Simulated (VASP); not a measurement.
# MgO (Periclase) (Fm-3m) in VASP: single point with HSE06

Aim: the single point of MgO (Periclase) with HSE06.

Everything below comes from runs of VASP 6.6.1. Logs are shortened: lines on timing, memory, paths and dates and some standing lists are left out, and cuts for length are marked.

**The experiment to reproduce.**

From “Electronic structure of alkaline earth and post-transition metal oxides”, 2009, arxiv:0908.1581, for a bulk crystal of MgO: band gap 7.83 eV.

The results are compared with them further down.

**1. The cell of the first run**

Symmetry: Fm-3m, No. 225, cubic system. Conventional cell: a = 4.204 Å, b = 4.204 Å, c = 4.204 Å, α = 90.00°, β = 90.00°, γ = 90.00°. Mg (site symmetry m-3m) has 6 O at 2.10 Å within 2.8 Å. O (site symmetry m-3m) has 6 Mg at 2.10 Å within 2.8 Å.

**2. Single point, HSE06**

Contents of POSCAR:

```
MgO
1.0
    0.0000000000      2.1021680256      2.1021680256
    2.1021680256      0.0000000000      2.1021680256
    2.1021680256      2.1021680256      0.0000000000
Mg O
1 1
Direct
    0.0000000000      0.0000000000      0.0000000000
    0.5000000000      0.5000000000      0.5000000000
```

Contents of INCAR.step1:

```
PREC = Accurate
ENCUT = 520
EDIFF = 1E-5
ISMEAR = 0
SIGMA = 0.01
LREAL = False
LASPH = True
NELM = 60
ALGO = Normal
ISIF = 2
LWAVE = True
LCHARG = False
NBANDS = 11
GGA = PE
```

Contents of INCAR.step2:

```
PREC = Accurate
ENCUT = 520
EDIFF = 1E-6
ISMEAR = 0
SIGMA = 0.01
LREAL = False
LASPH = True
NELM = 60
ALGO = Normal
ISIF = 2
LWAVE = False
LCHARG = False
GGA = PE
LHFCALC = True
HFSCREEN = 0.2079
PRECFOCK = Normal
NBANDS = 11
ISTART = 1
```

Contents of KPOINTS:

```
regular mesh
0
Gamma
  8 8 8
```

Potentials or basis: VASP PAW PBE potentials, release 64 (Mg, O).

The run is started by

```console
$ cat potpaw_PBE.64/Mg/POTCAR potpaw_PBE.64/O/POTCAR > POTCAR
$ cp INCAR.step1 INCAR
$ mpirun -np 1 vasp_std > vasp.out
$ cp INCAR.step2 INCAR
$ mpirun -np 1 vasp_std > vasp.out
```

OUTCAR:

```text
PREC = Accurate
   ENCUT = 520
   EDIFF = 1E-6
   ISMEAR = 0
   LREAL = False
   LASPH = True
   NELM = 60
   ISIF = 2
   GGA = PE
   LHFCALC = True
   HFSCREEN = 0.2079
   PRECFOCK = Normal
   ISTART = 1

 ion  position               nearest neighbor table
   1  0.000  0.000  0.000-   2 2.10   2 2.10   2 2.10   2 2.10   2 2.10   2 2.10
   2  0.500  0.500  0.500-   1 2.10   1 2.10   1 2.10   1 2.10   1 2.10   1 2.10

  LATTYP: Found a face centered cubic cell.
 ALAT       =     4.2043360512

  Lattice vectors:

 A1 = (   0.0000000000,   2.1021680256,   2.1021680256)
 A2 = (   2.1021680256,   0.0000000000,   2.1021680256)
 A3 = (   2.1021680256,   2.1021680256,   0.0000000000)

Analysis of symmetry for initial positions (statically):
=====================================================================
 Subroutine PRICEL returns:
 Original cell was already a primitive cell.

 Routine SETGRP: Setting up the symmetry group for a
 face centered cubic supercell.

 Subroutine GETGRP returns: Found 48 space group operations
 (whereof 48 operations were pure point group operations)
 out of a pool of 48 trial point group operations.

The static configuration has the point symmetry O_h .

Analysis of symmetry for dynamics (positions and initial velocities):
=====================================================================
 Subroutine PRICEL returns:
 Original cell was already a primitive cell.

 Routine SETGRP: Setting up the symmetry group for a
 face centered cubic supercell.

 Subroutine GETGRP returns: Found 48 space group operations
 (whereof 48 operations were pure point group operations)
 out of a pool of 48 trial point group operations.

The dynamic configuration has the point symmetry O_h .

 Subroutine INISYM returns: Found 48 space group operations
 (whereof 48 operations are pure point group operations),
 and found     1 'primitive' translations

----------------------------------------------------------------------------------------

                                     Primitive cell

  volume of cell :      18.5794

  direct lattice vectors                    reciprocal lattice vectors
     0.000000000  2.102168026  2.102168026    -0.237849684  0.237849684  0.237849684
     2.102168026  0.000000000  2.102168026     0.237849684 -0.237849684  0.237849684
     2.102168026  2.102168026  0.000000000     0.237849684  0.237849684 -0.237849684

  length of vectors
     2.972914532  2.972914532  2.972914532     0.411967737  0.411967737  0.411967737

  position of ions in fractional coordinates (direct lattice)
     0.000000000  0.000000000  0.000000000
     0.500000000  0.500000000  0.500000000

  ion indices of the primitive-cell ions
   primitive index   ion index
                 1           1
                 2           2

----------------------------------------------------------------------------------------

 KPOINTS: regular mesh

Automatic generation of k-mesh.
 Grid dimensions read from file:
 generate k-points for:    8    8    8

 Generating k-lattice:

  Cartesian coordinates                     Fractional coordinates (reciprocal lattice)
    -0.029731210  0.029731210  0.029731210     0.125000000  0.000000000  0.000000000
     0.029731210 -0.029731210  0.029731210     0.000000000  0.125000000  0.000000000
     0.029731210  0.029731210 -0.029731210     0.000000000  0.000000000  0.125000000

  Length of vectors
     0.051495967  0.051495967  0.051495967

  Shift w.r.t. Gamma in fractional coordinates (k-lattice)
     0.000000000  0.000000000  0.000000000

 Subroutine IBZKPT returns following result:
 ===========================================

 Found     29 irreducible k-points:

 Following reciprocal coordinates:
            Coordinates               Weight
  0.000000  0.000000  0.000000      1.000000
  0.125000  0.000000  0.000000      8.000000
  0.250000  0.000000  0.000000      8.000000
  0.375000  0.000000  0.000000      8.000000
  0.500000  0.000000  0.000000      4.000000
  0.125000  0.125000  0.000000      6.000000
[... 16 lines left out ...]
  0.500000  0.250000  0.125000     48.000000
 -0.375000  0.250000  0.125000     24.000000
 [... further k-points ...]
   k-points           NKPTS =     29   k-points in BZ     NKDIM =    512   number of bands    NBANDS=     11
   number of dos      NEDOS =    301   number of ions     NIONS =      2
   total plane-waves  NPLWV =  13824
   dimension x,y,z NGX =    24 NGY =   24 NGZ =   24
   dimension x,y,z NGXF=    48 NGYF=   48 NGZF=   48
   ions per type =               1   1
   NGX,Y,Z   is equivalent  to a cutoff of  13.42, 13.42, 13.42 a.u.
   NGXF,Y,Z  is equivalent  to a cutoff of  26.84, 26.84, 26.84 a.u.
 SYSTEM =  unknown system
   PREC   = accura    normal or accurate (medium, high low for compatibility)
   ISTART =      1    job   : 0-new  1-cont  2-samecut
   ICHARG =      0    charge: 1-file 2-atom 10-const
   ISPIN  =      1    spin polarized calculation?
   LNONCOLLINEAR =      F non collinear calculations
   LSORBIT =      F    spin-orbit coupling
   LASPH  =      T    aspherical Exc in radial PAW
   ENCUT  =  520.0 eV  38.22 Ry    6.18 a.u.   5.53  5.53  5.53*2*pi/ulx,y,z
   NELM   =     60;   NELMIN=  2; NELMDL=  0     # of ELM steps
   EDIFF  = 0.1E-05   stopping-criterion for ELM
   LREAL  =      F    real-space projection
   EDIFFG = 0.1E-04   stopping-criterion for IOM
   NSW    =      0    number of steps for IOM
   IBRION =     -1    ionic relax: 0-MD 1-quasi-New 2-CG
   NFREE  =      0    steps in history (QN), initial steepest desc. (CG)
   ISIF   =      2    stress and relaxation
   ISYM   =      3    0-nonsym 1-usesym 2-fastsym
   POTIM  = 0.5000    time-step for ionic-motion
   TEBEG  =    0.0;   TEEND  =   0.0 temperature during run
   PSTRESS=    0.0 pullay stress
   NELECT =       8.0000    total number of electrons
   NUPDOWN=      -1.0000    fix difference up-down
   EMIN   =  10.00;   EMAX   =-10.00  energy-range for DOS
   EFERMI =   0.00;   METHOD = LEGACY
   ISMEAR =     0;   SIGMA  =   0.01  broadening in eV -4-tet -1-fermi 0-gaus
   EFERMI_NEDOS =   21; number of points for ismear=-14 and -15
   IALGO  =     38    algorithm
   IMIX   =      1    mixing-type and parameters
     AMIX     =   0.40;   BMIX     =  1.00
     AMIX_MAG =   1.60;   BMIX_MAG =  1.00
  volume/ion in A,a.u.               =       9.29        62.69
  Fermi-wavevector in a.u.,A,eV,Ry     =   1.236215  2.336108 20.792804  1.528228
  Thomas-Fermi vector in A             =   2.370833
   LORBIT       =      0    0 simple, 1 ext, 2 COOP (PROOUT), +10 PAW based schemes
   GGA     = PE    functional components
   LHFCALC =     T    Hartree Fock is set to
   PRECFOCK=normal    Normal, Fast or Accurate (Low or Medium for compatibility)
   ENCUT4O =  -1.0   cutoff for four orbital integrals eV
   NKREDX  =     1    reduce k-point grid by
   NKREDY  =     1    reduce k-point grid by
   NKREDZ  =     1    reduce k-point grid by
   AEXX    =    0.2500 exact exchange contribution
   HFSCREEN=    0.2079 screening length (either q_TF or 0.3 A-1)
   HFSCREENC=   0.2079 screening length for correlation (either q_TF or 0.3 A-1)
   ENCUTFOCK=  -1.0 apply spherical cutoff to Coloumb kernel
   IVDW    =     0    specifies the selected vdW correction
   LEPSILON=     F    determine dielectric tensor
   LRPA    =     F    only Hartree local field effects (RPA)
 non-spin polarized calculation
 Gauss-broadening in eV      SIGMA  =   0.01
  energy-cutoff  :      520.00
  volume of cell :       18.58
 maximum number of plane-waves:       531
 NGX is ok and might be reduce to    24
  NGX = 18; NGY = 18; NGZ = 18

 number of electron       8.0000004 magnetization

 Free energy of the ion-electron system (eV)
  ---------------------------------------------------
  ext. energy  EPLUGINS =         0.00000000
  ---------------------------------------------------
  free energy    TOTEN  =       -14.21023072 eV

  energy without entropy =      -14.21023072  energy(sigma->0) =      -14.21023072

 E-fermi :   2.0605     XC(G=0):  -9.1175

 val. band max:        1.9803145956   @ k =   0.0000   0.0000   0.0000
 cond. band min:       8.4761435855   @ k =   0.0000   0.0000   0.0000
 fundamental gap:      6.4958289900
 Fermi energy:         2.0604964635

 k-point     1 :       0.0000    0.0000    0.0000
  band No.  band energies     occupation
      1     -16.8722      2.00000
      2       1.9803      2.00000
      3       1.9803      2.00000
      4       1.9803      2.00000
      5       8.4761      0.00000
      6      19.7648      0.00000
      7      19.7648      0.00000
      8      19.7648      0.00000
      9      23.7081      0.00000
     10      25.6478      0.00000
     11      25.6478      0.00000

 k-point     2 :       0.1250    0.0000    0.0000
  band No.  band energies     occupation
      1     -16.6987      2.00000
      2       1.0012      2.00000
      3       1.8670      2.00000
      4       1.8670      2.00000
      5       9.4074      0.00000
      6      18.0591      0.00000
      7      20.1489      0.00000
      8      20.1489      0.00000
      9      24.6890      0.00000
     10      24.6890      0.00000
     11      26.0006      0.00000

 k-point     3 :       0.2500    0.0000    0.0000
  band No.  band energies     occupation
      1     -16.2488      2.00000
      2      -0.8354      2.00000
      3       1.6057      2.00000
      4       1.6057      2.00000
      5      10.9273      0.00000
      6      16.5698      0.00000
      7      20.6915      0.00000
      8      20.6915      0.00000
      9      24.3085      0.00000
     10      24.3085      0.00000
     11      26.2714      0.00000
[... 267 lines left out ...]
 k-point    23 :       0.5000    0.2500    0.1250
  band No.  band energies     occupation
      1     -15.5276      2.00000
      2      -1.9900      2.00000
      3       0.1197      2.00000
      4       1.0324      2.00000
      5      13.4400      0.00000
      6      15.6841      0.00000
      7      17.9762      0.00000
      8      21.3462      0.00000
      9      23.8980      0.00000
     10      26.7097      0.00000
     11      30.3303      0.00000

 k-point    24 :      -0.3750    0.2500    0.1250
  band No.  band energies     occupation
      1     -15.3506      2.00000
      2      -2.3145      2.00000
      3      -0.1008      2.00000
      4       0.9021      2.00000
      5      13.5720      0.00000
      6      16.3836      0.00000
      7      17.5274      0.00000
      8      21.0831      0.00000
      9      24.7260      0.00000
     10      26.4089      0.00000
     11      30.4571      0.00000

 [... further k-points ...]
[... 5 lines left out ...]
  --------------------------------------------------------------------------------------
  -------------------------------------------------------------------------------------
  Total       -0.0749446     -0.0749446     -0.0749446     -0.0000000      0.0000000      0.0000000
  in kB       -6.4627654     -6.4627654     -6.4627654     -0.0000000      0.0000000      0.0000000
  external PRESSURE =      -6.4627654 kB  Pullay stress =       0.0000000 kB

 VOLUME and BASIS-vectors are now :
 -----------------------------------------------------------------------------
  energy-cutoff  :      520.00
  volume of cell :       18.58
      direct lattice vectors                 reciprocal lattice vectors
     0.000000000  2.102168026  2.102168026    -0.237849684  0.237849684  0.237849684
     2.102168026  0.000000000  2.102168026     0.237849684 -0.237849684  0.237849684
     2.102168026  2.102168026  0.000000000     0.237849684  0.237849684 -0.237849684

 POSITION                                       TOTAL-FORCE (eV/Angst)
 -----------------------------------------------------------------------------------
      0.00000      0.00000      0.00000         0.000000      0.000000      0.000000
      2.10217      2.10217      2.10217         0.000000      0.000000      0.000000
 -----------------------------------------------------------------------------------
    total drift:                               -0.000399     -0.000690     -0.000722

  FREE ENERGIE OF THE ION-ELECTRON SYSTEM (eV)
  ---------------------------------------------------
  free  energy   TOTEN  =       -14.2102307161 eV

  energy  without entropy=      -14.2102307161  energy(sigma->0) =      -14.21023072
```

Run time: 24 min. Hardware: 1 thread of Intel Xeon Platinum 8488C (Sapphire Rapids), shared host; peak memory 0.26 GiB.

Results:

* Free energy: -14.2102 eV
* Pressure: -0.6 GPa
* Band gap on the k mesh: 6.50 eV, direct

Levels at points of the mesh, in eV from the valence-band top:
```tsv
k point	band 1	band 2	band 3	band 4	band 5	band 6	band 7	band 8
(0.00, 0.00, 0.00)	-18.85	0.00	0.00	0.00	6.50	17.78	17.78	17.78
(0.50, 0.00, 0.00)	-17.49	-4.95	-0.72	-0.72	9.71	14.93	18.38	18.38
(0.50, 0.50, 0.00)	-17.21	-4.41	-1.48	-1.48	10.86	11.91	15.42	21.46
```

Caveat: the PAW data sets were made with another functional, which shifts forces and pressure a little.

**3. Comparison with measurements**

Step 2. A measured gap of MgO is 7.83 eV (quoted in “Electronic structure of alkaline earth and post-transition metal oxides”, 2009, arxiv:0908.1581); the calculated 6.50 eV misses it by -1.33 eV. The value is that of HSE06, without temperature or zero-point motion.
